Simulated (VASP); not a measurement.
Input of a VASP 6.6.1 run:

Contents of INCAR:

```
SYSTEM = BN
PREC = Accurate
ENCUT = 520
EDIFF = 1E-6
ISMEAR = 0
SIGMA = 0.05
LREAL = .FALSE.
LASPH = .TRUE.
NELM = 100
ALGO = Normal
ISIF = 2
LWAVE = .FALSE.
LCHARG = .TRUE.
GGA = PE
LELF = .TRUE.
LVHAR = .TRUE.
NBANDS = 26
```

KPOINTS

```
Automatic mesh
0
G
  12 12 4
  0 0 0
```

POSCAR

```
BN
1.0
    2.5545800960      0.0000000000      0.0000000000
   -1.2772900480      2.2123312591      0.0000000000
    0.0000000000      0.0000000000      8.4490290704
B N
4 4
Direct
    0.6653665684      0.3333333333      0.4999029273
    0.6679667650      0.3333333333      0.9999029273
    0.3277905966      0.6666666667      0.2499029273
    0.3388760700      0.6666666667      0.7499029273
    0.6607948602      0.3333333333      0.3125970727
    0.6725384732      0.3333333333      0.8125970727
    0.3333333333      0.6666666667      0.0625970727
    0.3333333333      0.6666666667      0.5625970727
```

Potentials or basis: VASP PAW PBE potentials, release 64 (B, N).

Command:

```console
$ cat potpaw_PBE.64/B/POTCAR potpaw_PBE.64/N/POTCAR > POTCAR
$ mpirun -np 1 vasp_std > vasp.out
```

**Question.** What does it give for the band gap on the k mesh?

**Answer.** 5.21 eV.

**Question.** Estimate the largest force.

**Answer.** 0.089 eV/Å.

**Question.** What does it give for the pressure?

**Answer.** 0.2 GPa.

Forces on the atoms (eV/Å):
```
B    0.016 -0.001 -0.001
B   -0.016 -0.001 -0.001
B    0.065  0.000 -0.001
B   -0.065  0.000 -0.001
N    0.089  0.000  0.001
N   -0.089  0.000  0.001
N    0.001  0.001  0.001
N   -0.001  0.001  0.001
```

Caveat: the cell differs from its parent crystal (atoms displaced along a vibrational mode). A k mesh can miss the band edges.
